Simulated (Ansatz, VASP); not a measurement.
## Two plane-wave programs on Tl

```
Tl
1.0
     0.00000    3.40172    3.40172
     3.40172    0.00000    3.40172
     3.40172    3.40172    0.00000
Tl
2
Cartesian
  -0.8504 -0.8504 -0.8504
  0.8504 0.8504 0.8504
```

Alike in both runs: task relaxation of cell and atoms; functional PBE; k mesh 10 × 10 × 10; occupations fermi-dirac, width 0.05 eV; no spin polarisation.

|  | VASP | Ansatz |
| --- | --- | --- |
| version | VASP 6.6.1 | Ansatz 0.2.0 |
| potentials or method | VASP PAW PBE potentials, release 64 (Tl_d) | PAW with Ansatz's default frozen-core files, scalar-relativistic |
| plane-wave cutoff (eV) | 600 | 420 |
| valence electrons in the cell | 26 | 26 |

```csv
,VASP,Ansatz,Ansatz less VASP
relaxed volume (Å³/atom),45.02,45.12,+0.102
relaxed cell length with the largest relative difference (Å),5.031,5.035,+0.0038
```

Neither program's run includes spin-orbit coupling.
